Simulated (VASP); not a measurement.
# WC (P1) in VASP: notebook

The runs below take WC through single point, with PBE.

Program: VASP 6.6.1. These are calculated values, not measurements. Logs are shortened: lines on timing, memory, paths and dates and some standing lists are left out, and cuts for length are marked.

## (1) The cell of the first run

The typed cell holds 2 atoms: a = 2.901 Å, b = 2.901 Å, c = 2.829 Å, α = 90.00°, β = 90.00°, γ = 120.00°.

## (2) Single point, PBE (atom 1 (W) moved by (-0.225, -0.450) A along [1 1 0] and z)

The input, INCAR:

```
SYSTEM = WC
  PREC = Accurate
  ENCUT = 520
  EDIFF = 1E-6
  ISMEAR = 0
  SIGMA = 0.15
  LREAL = .FALSE.
  LASPH = .TRUE.
  NELM = 80
  ALGO = Fast
  ISIF = 2
  LWAVE = .FALSE.
  LCHARG = .TRUE.
  GGA = PE
  LELF = .TRUE.
  LVHAR = .TRUE.
  NBANDS = 16
```

The input, KPOINTS:

```
regular mesh
0
G
  18 18 16
  0 0 0
```

The input, POSCAR:

```
WC
1.0
    2.9005014360      0.0000000000      0.0000000000
   -1.4502507180      2.5119079273      0.0000000000
    0.0000000000      0.0000000000      2.8290000000
W C
1 1
Direct
   -0.0865212091     -0.0633379210     -0.1590668081
    0.6666666667      0.3333333333      0.5000000000
```

Potentials or basis: VASP PAW PBE potentials, release 64 (W_sv, C).

Run with:

```sh
cat potpaw_PBE.64/W_sv/POTCAR potpaw_PBE.64/C/POTCAR > POTCAR
mpirun -np 1 vasp_std > vasp.out
```

OUTCAR:

```text
SYSTEM = WC
   PREC = Accurate
   ENCUT = 520
   EDIFF = 1E-6
   ISMEAR = 0
   LREAL = .FALSE.
   LASPH = .TRUE.
   NELM = 80
   ISIF = 2
   GGA = PE

 ion  position               nearest neighbor table
   1  0.913  0.937  0.841-   2 1.80   2 1.89   2 2.12   2 2.41   2 2.48   2 2.66
   2  0.667  0.333  0.500-   1 1.80   1 1.89   1 2.12   1 2.41   1 2.48   1 2.66

  LATTYP: Found a hexagonal cell.
 ALAT       =     2.9005014360
 C/A-ratio  =     0.9753485949

  Lattice vectors:

 A1 = (   2.9005014360,   0.0000000000,   0.0000000000)
 A2 = (  -1.4502507180,   2.5119079273,   0.0000000000)
 A3 = (   0.0000000000,   0.0000000000,   2.8290000000)

Analysis of symmetry for initial positions (statically):
=====================================================================
 Subroutine PRICEL returns:
 Original cell was already a primitive cell.

 Routine SETGRP: Setting up the symmetry group for a
 hexagonal supercell.

 Subroutine GETGRP returns: Found  1 space group operations
 (whereof  1 operations were pure point group operations)
 out of a pool of 24 trial point group operations.

The static configuration has the point symmetry C_1 .

Analysis of symmetry for dynamics (positions and initial velocities):
=====================================================================
 Subroutine PRICEL returns:
 Original cell was already a primitive cell.

 Routine SETGRP: Setting up the symmetry group for a
 hexagonal supercell.

 Subroutine GETGRP returns: Found  1 space group operations
 (whereof  1 operations were pure point group operations)
 out of a pool of 24 trial point group operations.

The dynamic configuration has the point symmetry C_1 .

 Subroutine INISYM returns: Found  1 space group operations
 (whereof  1 operations are pure point group operations),
 and found     1 'primitive' translations

----------------------------------------------------------------------------------------

                                     Primitive cell

  volume of cell :      20.6115

  direct lattice vectors                    reciprocal lattice vectors
     2.900501436  0.000000000  0.000000000     0.344767973  0.199051882  0.000000000
    -1.450250718  2.511907927  0.000000000     0.000000000  0.398103764  0.000000000
     0.000000000  0.000000000  2.829000000     0.000000000  0.000000000  0.353481796

  length of vectors
     2.900501436  2.900501436  2.829000000     0.398103764  0.398103764  0.353481796

  position of ions in fractional coordinates (direct lattice)
     0.913478791  0.936662079  0.840933192
     0.666666667  0.333333333  0.500000000

  ion indices of the primitive-cell ions
   primitive index   ion index
                 1           1
                 2           2

----------------------------------------------------------------------------------------

 KPOINTS: regular mesh

Automatic generation of k-mesh.
 Grid dimensions read from file:
 generate k-points for:   18   18   16

 Generating k-lattice:

  Cartesian coordinates                     Fractional coordinates (reciprocal lattice)
     0.019153776  0.011058438  0.000000000     0.055555556  0.000000000  0.000000000
     0.000000000  0.022116876  0.000000000     0.000000000  0.055555556  0.000000000
     0.000000000  0.000000000  0.022092612     0.000000000  0.000000000  0.062500000

  Length of vectors
     0.022116876  0.022116876  0.022092612

  Shift w.r.t. Gamma in fractional coordinates (k-lattice)
     0.000000000  0.000000000  0.000000000

 Subroutine IBZKPT returns following result:
 ===========================================

 Found   2596 irreducible k-points:

 Following reciprocal coordinates:
            Coordinates               Weight
  0.000000  0.000000  0.000000      1.000000
  0.055556  0.000000  0.000000      2.000000
  0.000000  0.055556  0.000000      2.000000
 -0.055556  0.055556  0.000000      2.000000
  0.111111  0.000000  0.000000      2.000000
  0.000000  0.111111  0.000000      2.000000
[... 16 lines left out ...]
  0.444444 -0.000000  0.000000      2.000000
  0.000000  0.444444  0.000000      2.000000
 [... further k-points ...]
   k-points           NKPTS =   2596   k-points in BZ     NKDIM =   2596   number of bands    NBANDS=     16
   number of dos      NEDOS =    301   number of ions     NIONS =      2
   total plane-waves  NPLWV =  13824
   dimension x,y,z NGX =    24 NGY =   24 NGZ =   24
   dimension x,y,z NGXF=    48 NGYF=   48 NGZF=   48
   ions per type =               1   1
   NGX,Y,Z   is equivalent  to a cutoff of  13.76, 13.76, 14.10 a.u.
   NGXF,Y,Z  is equivalent  to a cutoff of  27.51, 27.51, 28.21 a.u.
 SYSTEM =  WC
   PREC   = accura    normal or accurate (medium, high low for compatibility)
   ISTART =      0    job   : 0-new  1-cont  2-samecut
   ICHARG =      2    charge: 1-file 2-atom 10-const
   ISPIN  =      1    spin polarized calculation?
   LNONCOLLINEAR =      F non collinear calculations
   LSORBIT =      F    spin-orbit coupling
   LASPH  =      T    aspherical Exc in radial PAW
   ENCUT  =  520.0 eV  38.22 Ry    6.18 a.u.   5.39  5.39  5.26*2*pi/ulx,y,z
   NELM   =     80;   NELMIN=  2; NELMDL= -5     # of ELM steps
   EDIFF  = 0.1E-05   stopping-criterion for ELM
   LREAL  =      F    real-space projection
   EDIFFG = 0.1E-04   stopping-criterion for IOM
   NSW    =      0    number of steps for IOM
   IBRION =     -1    ionic relax: 0-MD 1-quasi-New 2-CG
   NFREE  =      0    steps in history (QN), initial steepest desc. (CG)
   ISIF   =      2    stress and relaxation
   ISYM   =      2    0-nonsym 1-usesym 2-fastsym
   POTIM  = 0.5000    time-step for ionic-motion
   TEBEG  =    0.0;   TEEND  =   0.0 temperature during run
   PSTRESS=    0.0 pullay stress
   NELECT =      18.0000    total number of electrons
   NUPDOWN=      -1.0000    fix difference up-down
   EMIN   =  10.00;   EMAX   =-10.00  energy-range for DOS
   EFERMI =   0.00;   METHOD = LEGACY
   ISMEAR =     0;   SIGMA  =   0.15  broadening in eV -4-tet -1-fermi 0-gaus
   EFERMI_NEDOS =   21; number of points for ismear=-14 and -15
   IALGO  =     68    algorithm
   IMIX   =      4    mixing-type and parameters
     AMIX     =   0.40;   BMIX     =  1.00
     AMIX_MAG =   1.60;   BMIX_MAG =  1.00
  volume/ion in A,a.u.               =      10.31        69.55
  Fermi-wavevector in a.u.,A,eV,Ry     =   1.564813  2.957068 33.315762  2.448639
  Thomas-Fermi vector in A             =   2.667381
   LORBIT       =      0    0 simple, 1 ext, 2 COOP (PROOUT), +10 PAW based schemes
   GGA     = PE    functional components
   LHFCALC =     F    Hartree Fock is set to
   AEXX    =    0.0000 exact exchange contribution
   IVDW    =     0    specifies the selected vdW correction
   LEPSILON=     F    determine dielectric tensor
   LRPA    =     F    only Hartree local field effects (RPA)
 non-spin polarized calculation
 RMM-DIIS sequential band-by-band and
 Gauss-broadening in eV      SIGMA  =   0.15
  energy-cutoff  :      520.00
  volume of cell :       20.61
 maximum number of plane-waves:       580
 NGX is ok and might be reduce to    24
   NGX = 11   NGY = 11   NGZ = 11

 number of electron      17.9999999 magnetization

 Free energy of the ion-electron system (eV)
  ---------------------------------------------------
  ext. energy  EPLUGINS =         0.00000000
  ---------------------------------------------------
  free energy    TOTEN  =       -20.20486381 eV

  energy without entropy =      -20.19858014  energy(sigma->0) =      -20.20172198

 E-fermi :  11.6413     XC(G=0): -13.7066

 val. band max:       11.6410484805   @ k =   0.0556  -0.1667   0.0625
 cond. band min:      11.6458653852   @ k =  -0.2222   0.1667   0.4375
 fundamental gap:      0.0048169047
 Fermi energy:        11.6412980801

 k-point     1 :       0.0000    0.0000    0.0000
  band No.  band energies     occupation
      1     -62.5126      2.00000
      2     -26.6918      2.00000
      3     -26.5793      2.00000
      4     -26.4504      2.00000
      5      -3.2735      2.00000
      6       5.1664      2.00000
[... 8 lines left out ...]
     15      22.7832      0.00000
     16      27.4673      0.00000

 k-point     2 :       0.0556    0.0000    0.0000
  band No.  band energies     occupation
      1     -62.5107      2.00000
      2     -26.6980      2.00000
      3     -26.5849      2.00000
      4     -26.4701      2.00000
      5      -3.1966      2.00000
      6       5.1913      2.00000
[... 8 lines left out ...]
     15      22.8608      0.00000
     16      27.4749      0.00000

 k-point     3 :       0.0000    0.0556    0.0000
  band No.  band energies     occupation
      1     -62.5106      2.00000
      2     -26.7144      2.00000
      3     -26.5828      2.00000
      4     -26.4582      2.00000
      5      -3.1803      2.00000
      6       5.1876      2.00000
[... 8 lines left out ...]
     15      22.9380      0.00000
     16      27.4908      0.00000

 k-point     4 :      -0.0556    0.0556    0.0000
  band No.  band energies     occupation
      1     -62.5106      2.00000
      2     -26.7056      2.00000
      3     -26.5912      2.00000
      4     -26.4581      2.00000
      5      -3.1830      2.00000
      6       5.1909      2.00000
[... 8 lines left out ...]
     15      22.9242      0.00000
     16      27.3616      0.00000
[... 324 lines left out ...]
 k-point    22 :      -0.3889    0.3889    0.0000
  band No.  band energies     occupation
      1     -62.4550      2.00000
      2     -27.4325      2.00000
      3     -26.7533      2.00000
      4     -26.4567      2.00000
      5      -0.4067      2.00000
      6       4.0777      2.00000
[... 8 lines left out ...]
     15      25.4654      0.00000
     16      27.2204      0.00000

 k-point    23 :       0.4444   -0.0000    0.0000
  band No.  band energies     occupation
      1     -62.4511      2.00000
      2     -27.3547      2.00000
      3     -26.8513      2.00000
      4     -26.4658      2.00000
      5      -0.9009      2.00000
      6       4.6349      2.00000
[... 8 lines left out ...]
     15      25.2903      0.00000
     16      25.7832      0.00000

 k-point    24 :       0.0000    0.4444    0.0000
  band No.  band energies     occupation
      1     -62.4487      2.00000
      2     -27.5620      2.00000
      3     -26.7197      2.00000
      4     -26.4590      2.00000
      5       0.0931      2.00000
      6       3.9289      2.00000
[... 8 lines left out ...]
     15      26.2034      0.00000
     16      27.9864      0.00000

 [... further k-points ...]

------------------------ aborting loop because EDIFF is reached ----------------------------------------

  FORCE on cell =-STRESS in cart. coord.  units (eV):
  Direction    XX          YY          ZZ          XY          YZ          ZX
  --------------------------------------------------------------------------------------
  -------------------------------------------------------------------------------------
  Total        5.3273429     11.5769448      7.6809880     -2.8621888      3.3600345      1.9150729
  in kB      414.1059636    899.9011280    597.0599208   -222.4841674    261.1828008    148.8627903
  external PRESSURE =     637.0223375 kB  Pullay stress =       0.0000000 kB

 VOLUME and BASIS-vectors are now :
 -----------------------------------------------------------------------------
  energy-cutoff  :      520.00
  volume of cell :       20.61
      direct lattice vectors                 reciprocal lattice vectors
     2.900501436  0.000000000  0.000000000     0.344767973  0.199051882  0.000000000
    -1.450250718  2.511907927  0.000000000     0.000000000  0.398103764  0.000000000
     0.000000000  0.000000000  2.829000000     0.000000000  0.000000000  0.353481796

 POSITION                                       TOTAL-FORCE (eV/Angst)
 -----------------------------------------------------------------------------------
      1.29115      2.35281      2.37900         2.457337      3.920362      8.437362
      1.45025      0.83730      1.41450        -2.457337     -3.920362     -8.437362
 -----------------------------------------------------------------------------------
    total drift:                               -0.000086     -0.000207     -0.000664

  FREE ENERGIE OF THE ION-ELECTRON SYSTEM (eV)
  ---------------------------------------------------
  free  energy   TOTEN  =       -20.2048638085 eV

  energy  without entropy=      -20.1985801449  energy(sigma->0) =      -20.20172198
```

Wall time 14 min (1 thread of Oxide Virtual Turin-like, shared host); peak memory 0.85 GiB.

What came out:

| Property | Result |
| --- | --- |
| Free energy | -20.2049 eV |
| Pressure | 63.7 GPa |
| Largest force | 9.623 eV/Å |
| Band gap on the k mesh | zero (bands 9 and 10 overlap by 1.58 eV) |

Forces on the atoms (eV/Å):
```
W    2.457  3.920  8.437
C   -2.457 -3.920 -8.437
```

Caveat: the cell differs from its parent crystal (atom 1 (W) moved by (-0.225, -0.450) A along [1 1 0] and z); the stress differs along the axes, from 41 to 90 GPa; spin-orbit coupling is left out, which moves the levels of the heavy elements; forces of over 1 eV/Å act on the atoms, so gaps and moduli don't describe the material at rest.

(Continued in part 2 of 2.)
